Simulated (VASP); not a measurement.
# Ho4Pd (Im-3m) in VASP: further runs

Ho4Pd is run at these levels: PBE; tasks: single point, relaxation of cell and atoms.

All numbers are computed with VASP 6.6.1; they aren't measurements. Logs are shortened: lines on timing, memory, paths and dates and some standing lists are left out, and cuts for length are marked.

## 1. The cell of the first run

Symmetry: Im-3m, No. 229, cubic system. Conventional cell: a = 6.750 Å, b = 6.750 Å, c = 6.750 Å, α = 90.00°, β = 90.00°, γ = 90.00°. Ho (site symmetry -3m) has 2 Pd at 2.92 Å and 6 Ho at 3.38 Å within 3.8 Å. Within 3.8 Å of Pd (site symmetry m-3m) lie 8 Ho at 2.92 Å.

The cell was built from a structure type or drawn by symmetry, and may not be a known phase.

## 2. Single point, PBE

INCAR

```
SYSTEM = Ho4Pd
PREC     = Accurate       ! precision mode
ENCUT    = 500            ! plane-wave cutoff, eV
EDIFF    = 1E-6           ! SCF threshold, eV
ISMEAR   = 0              ! smearing method
SIGMA    = 0.1            ! smearing width, eV
LREAL    = .FALSE.        ! projectors in reciprocal space
LASPH    = .TRUE.         ! aspherical terms in the spheres
NELM     = 200            ! most SCF steps
ALGO     = Normal         ! electronic algorithm
ISIF     = 2              ! what is computed and relaxed
LWAVE    = .FALSE.        ! write WAVECAR
LCHARG   = .FALSE.        ! write CHGCAR
GGA      = PE             ! functional
NBANDS   = 31             ! bands
GGA_COMPAT= .FALSE.      
LMAXMIX  = 6              ! l up to which the mixer works
```

KPOINTS

```
Automatic mesh
0
G
  8 8 8
  0 0 0
```

POSCAR

```
Ho4Pd
1.0
   -3.3750240424      3.3750240424      3.3750240424
    3.3750240424     -3.3750240424      3.3750240424
    3.3750240424      3.3750240424     -3.3750240424
Ho Pd
4 1
Direct
    0.0000000000      0.0000000000      0.5000000000
    0.5000000000      0.0000000000      0.0000000000
    0.0000000000      0.5000000000      0.0000000000
    0.5000000000      0.5000000000      0.5000000000
    0.0000000000      0.0000000000      0.0000000000
```

Potentials or basis: VASP PAW PBE potentials, release 64 (Ho_3, Pd), 4f in core.

Command:

```sh
$ cat potpaw_PBE.64/Ho_3/POTCAR potpaw_PBE.64/Pd/POTCAR > POTCAR
$ mpirun -np 1 vasp_std > vasp.out
```

OUTCAR:

```text
SYSTEM = Ho4Pd
   PREC = Accurate
   ENCUT = 500
   EDIFF = 1E-6
   ISMEAR = 0
   LREAL = .FALSE.
   LASPH = .TRUE.
   NELM = 200
   ISIF = 2
   GGA = PE

 ion  position               nearest neighbor table
   1  0.000  0.000  0.500-   5 2.92   5 2.92   4 3.38   2 3.38   3 3.38   3 3.38   2 3.38   4 3.38

   2  0.500  0.000  0.000-   5 2.92   5 2.92   4 3.38   1 3.38   4 3.38   3 3.38   1 3.38   3 3.38

   3  0.000  0.500  0.000-   5 2.92   5 2.92   4 3.38   1 3.38   2 3.38   1 3.38   4 3.38   2 3.38

   4  0.500  0.500  0.500-   5 2.92   5 2.92   3 3.38   1 3.38   2 3.38   3 3.38   1 3.38   2 3.38

   5  0.000  0.000  0.000-   1 2.92   2 2.92   3 2.92   4 2.92   1 2.92   3 2.92   2 2.92   4 2.92

  LATTYP: Found a body centered cubic cell.
 ALAT       =     6.7500480848

  Lattice vectors:

 A1 = (  -3.3750240424,   3.3750240424,   3.3750240424)
 A2 = (   3.3750240424,  -3.3750240424,   3.3750240424)
 A3 = (   3.3750240424,   3.3750240424,  -3.3750240424)

Analysis of symmetry for initial positions (statically):
=====================================================================
 Subroutine PRICEL returns:
 Original cell was already a primitive cell.

 Routine SETGRP: Setting up the symmetry group for a
 body centered cubic supercell.

 Subroutine GETGRP returns: Found 48 space group operations
 (whereof 48 operations were pure point group operations)
 out of a pool of 48 trial point group operations.

The static configuration has the point symmetry O_h .

Analysis of symmetry for dynamics (positions and initial velocities):
=====================================================================
 Subroutine PRICEL returns:
 Original cell was already a primitive cell.

 Routine SETGRP: Setting up the symmetry group for a
 body centered cubic supercell.

 Subroutine GETGRP returns: Found 48 space group operations
 (whereof 48 operations were pure point group operations)
 out of a pool of 48 trial point group operations.

The dynamic configuration has the point symmetry O_h .

 Subroutine INISYM returns: Found 48 space group operations
 (whereof 48 operations are pure point group operations),
 and found     1 'primitive' translations

----------------------------------------------------------------------------------------

                                     Primitive cell

  volume of cell :     153.7767

  direct lattice vectors                    reciprocal lattice vectors
    -3.375024042  3.375024042  3.375024042     0.000000000  0.148147093  0.148147093
     3.375024042 -3.375024042  3.375024042     0.148147093  0.000000000  0.148147093
     3.375024042  3.375024042 -3.375024042     0.148147093  0.148147093  0.000000000

  length of vectors
     5.845713118  5.845713118  5.845713118     0.209511628  0.209511628  0.209511628

  position of ions in fractional coordinates (direct lattice)
     0.000000000  0.000000000  0.500000000
     0.500000000  0.000000000  0.000000000
     0.000000000  0.500000000  0.000000000
     0.500000000  0.500000000  0.500000000
     0.000000000  0.000000000  0.000000000

  ion indices of the primitive-cell ions
   primitive index   ion index
                 1           1
                 2           2
                 3           3
                 4           4
                 5           5

----------------------------------------------------------------------------------------

 KPOINTS: Automatic mesh

Automatic generation of k-mesh.
 Grid dimensions read from file:
 generate k-points for:    8    8    8

 Generating k-lattice:

  Cartesian coordinates                     Fractional coordinates (reciprocal lattice)
     0.000000000  0.018518387  0.018518387     0.125000000  0.000000000  0.000000000
     0.018518387  0.000000000  0.018518387     0.000000000  0.125000000  0.000000000
     0.018518387  0.018518387  0.000000000     0.000000000  0.000000000  0.125000000

  Length of vectors
     0.026188953  0.026188953  0.026188953

  Shift w.r.t. Gamma in fractional coordinates (k-lattice)
     0.000000000  0.000000000  0.000000000

 Subroutine IBZKPT returns following result:
 ===========================================

 Found     29 irreducible k-points:

 Following reciprocal coordinates:
            Coordinates               Weight
  0.000000  0.000000  0.000000      1.000000
  0.125000  0.000000  0.000000     12.000000
  0.250000  0.000000  0.000000     12.000000
  0.375000  0.000000  0.000000     12.000000
  0.500000  0.000000  0.000000      6.000000
  0.125000  0.125000  0.000000     24.000000
[... 16 lines left out ...]
 -0.250000  0.250000  0.250000      6.000000
 -0.375000  0.375000  0.250000     24.000000
 [... further k-points ...]
   k-points           NKPTS =     29   k-points in BZ     NKDIM =     29   number of bands    NBANDS=     31
   number of dos      NEDOS =    301   number of ions     NIONS =      5
   total plane-waves  NPLWV = 110592
   dimension x,y,z NGX =    48 NGY =   48 NGZ =   48
   dimension x,y,z NGXF=    96 NGYF=   96 NGZF=   96
   ions per type =               4   1
   NGX,Y,Z   is equivalent  to a cutoff of  13.65, 13.65, 13.65 a.u.
   NGXF,Y,Z  is equivalent  to a cutoff of  27.30, 27.30, 27.30 a.u.
 SYSTEM =  Ho4Pd
   PREC   = accura    normal or accurate (medium, high low for compatibility)
   ISTART =      0    job   : 0-new  1-cont  2-samecut
   ICHARG =      2    charge: 1-file 2-atom 10-const
   ISPIN  =      1    spin polarized calculation?
   LNONCOLLINEAR =      F non collinear calculations
   LSORBIT =      F    spin-orbit coupling
   LASPH  =      T    aspherical Exc in radial PAW
   ENCUT  =  500.0 eV  36.75 Ry    6.06 a.u.  10.66 10.66 10.66*2*pi/ulx,y,z
   NELM   =    200;   NELMIN=  2; NELMDL= -5     # of ELM steps
   EDIFF  = 0.1E-05   stopping-criterion for ELM
   LREAL  =      F    real-space projection
   EDIFFG = 0.1E-04   stopping-criterion for IOM
   NSW    =      0    number of steps for IOM
   IBRION =     -1    ionic relax: 0-MD 1-quasi-New 2-CG
   NFREE  =      0    steps in history (QN), initial steepest desc. (CG)
   ISIF   =      2    stress and relaxation
   ISYM   =      2    0-nonsym 1-usesym 2-fastsym
   POTIM  = 0.5000    time-step for ionic-motion
   TEBEG  =    0.0;   TEEND  =   0.0 temperature during run
   PSTRESS=    0.0 pullay stress
   NELECT =      46.0000    total number of electrons
   NUPDOWN=      -1.0000    fix difference up-down
   EMIN   =  10.00;   EMAX   =-10.00  energy-range for DOS
   EFERMI =   0.00;   METHOD = LEGACY
   ISMEAR =     0;   SIGMA  =   0.10  broadening in eV -4-tet -1-fermi 0-gaus
   EFERMI_NEDOS =   21; number of points for ismear=-14 and -15
   IALGO  =     38    algorithm
   IMIX   =      4    mixing-type and parameters
     AMIX     =   0.40;   BMIX     =  1.00
     AMIX_MAG =   1.60;   BMIX_MAG =  1.00
  volume/ion in A,a.u.               =      30.76       207.55
  Fermi-wavevector in a.u.,A,eV,Ry     =   1.094873  2.069011 16.309954  1.198748
  Thomas-Fermi vector in A             =   2.231186
   LORBIT       =      0    0 simple, 1 ext, 2 COOP (PROOUT), +10 PAW based schemes
   GGA     = PE    functional components
   LHFCALC =     F    Hartree Fock is set to
   AEXX    =    0.0000 exact exchange contribution
   IVDW    =     0    specifies the selected vdW correction
   LEPSILON=     F    determine dielectric tensor
   LRPA    =     F    only Hartree local field effects (RPA)
 non-spin polarized calculation
 Gauss-broadening in eV      SIGMA  =   0.10
  energy-cutoff  :      500.00
  volume of cell :      153.78
 maximum number of plane-waves:      3931
 NGX is ok and might be reduce to    48
   NGX = 21   NGY = 21   NGZ = 21

 number of electron      45.9999997 magnetization

 Free energy of the ion-electron system (eV)
  ---------------------------------------------------
  ext. energy  EPLUGINS =         0.00000000
  ---------------------------------------------------
  free energy    TOTEN  =       -22.90966321 eV

  energy without entropy =      -22.87499336  energy(sigma->0) =      -22.89232828

 E-fermi :   3.3420     XC(G=0):  -9.6990

 val. band max:        3.3260440630   @ k =   0.3750   0.1250   0.1250
 cond. band min:       3.3428655384   @ k =  -0.3750   0.5000   0.1250
 fundamental gap:      0.0168214754
 Fermi energy:         3.3420320819

 k-point     1 :       0.0000    0.0000    0.0000
  band No.  band energies     occupation
      1     -21.3730      2.00000
      2     -21.3730      2.00000
      3     -21.3730      2.00000
      4     -21.3246      2.00000
      5     -21.3246      2.00000
      6     -21.3246      2.00000
[... 23 lines left out ...]
     30       6.4422      0.00000
     31       6.5349      0.00000

 k-point     2 :       0.1250    0.0000    0.0000
  band No.  band energies     occupation
      1     -21.3672      2.00000
      2     -21.3664      2.00000
      3     -21.3532      2.00000
      4     -21.3181      2.00000
      5     -21.3155      2.00000
      6     -21.3052      2.00000
[... 23 lines left out ...]
     30       5.9050      0.00000
     31       6.0104      0.00000

 k-point     3 :       0.2500    0.0000    0.0000
  band No.  band energies     occupation
      1     -21.3602      2.00000
      2     -21.3579      2.00000
      3     -21.2969      2.00000
      4     -21.2885      2.00000
      5     -21.2792      2.00000
      6     -21.2496      2.00000
[... 23 lines left out ...]
     30       5.4230      0.00000
     31       5.5039      0.00000

 k-point     4 :       0.3750    0.0000    0.0000
  band No.  band energies     occupation
      1     -21.3590      2.00000
      2     -21.3549      2.00000
      3     -21.2307      2.00000
      4     -21.2158      2.00000
      5     -21.2126      2.00000
      6     -21.1659      2.00000
[... 635 lines left out ...]
     30       5.6713      0.00000
     31       5.8418      0.00000

 k-point    23 :      -0.2500    0.2500    0.2500
  band No.  band energies     occupation
      1     -21.4061      2.00000
      2     -21.3666      2.00000
      3     -21.3239      2.00000
      4     -21.3239      2.00000
      5     -21.1637      2.00000
      6     -21.1122      2.00000
[... 23 lines left out ...]
     30       5.6269      0.00000
     31       5.9379      0.00000

 k-point    24 :      -0.3750    0.3750    0.2500
  band No.  band energies     occupation
      1     -21.4102      2.00000
      2     -21.3728      2.00000
      3     -21.3149      2.00000
      4     -21.2954      2.00000
      5     -21.2554      2.00000
      6     -21.1567      2.00000
[... 23 lines left out ...]
     30       5.5967      0.00000
     31       5.9727      0.00000

 [... further k-points ...]
[... 5 lines left out ...]
  --------------------------------------------------------------------------------------
  -------------------------------------------------------------------------------------
  Total        0.1716070      0.1716070      0.1716070      0.0000000      0.0000000     -0.0000000
  in kB        1.7879480      1.7879480      1.7879480      0.0000000      0.0000000     -0.0000000
  external PRESSURE =       1.7879480 kB  Pullay stress =       0.0000000 kB

 VOLUME and BASIS-vectors are now :
 -----------------------------------------------------------------------------
  energy-cutoff  :      500.00
  volume of cell :      153.78
      direct lattice vectors                 reciprocal lattice vectors
    -3.375024042  3.375024042  3.375024042     0.000000000  0.148147093  0.148147093
     3.375024042 -3.375024042  3.375024042     0.148147093  0.000000000  0.148147093
     3.375024042  3.375024042 -3.375024042     0.148147093  0.148147093  0.000000000

 POSITION                                       TOTAL-FORCE (eV/Angst)
 -----------------------------------------------------------------------------------
      1.68751      1.68751     -1.68751        -0.000000     -0.000000     -0.000000
     -1.68751      1.68751      1.68751         0.000000      0.000000      0.000000
      1.68751     -1.68751      1.68751        -0.000000     -0.000000      0.000000
      1.68751      1.68751      1.68751         0.000000     -0.000000     -0.000000
      0.00000      0.00000      0.00000         0.000000     -0.000000      0.000000
 -----------------------------------------------------------------------------------
    total drift:                                0.000000      0.000000     -0.000000

  FREE ENERGIE OF THE ION-ELECTRON SYSTEM (eV)
  ---------------------------------------------------
  free  energy   TOTEN  =       -22.9096632083 eV

  energy  without entropy=      -22.8749933553  energy(sigma->0) =      -22.89232828
```

Wall time 2 min (1 thread of AMD EPYC 9R45 (Zen 5), shared host); peak memory 0.36 GiB.

Results:

* Free energy: -22.9097 eV
* Pressure: 0.2 GPa
* Band gap on the k mesh: zero (bands 23 and 24 overlap by 1.26 eV)

Caveat: spin-orbit coupling is left out, which moves the levels of the heavy elements; the 4f electrons are frozen in the core, so they carry no moment and show no levels.

[end of part 1 of 2]
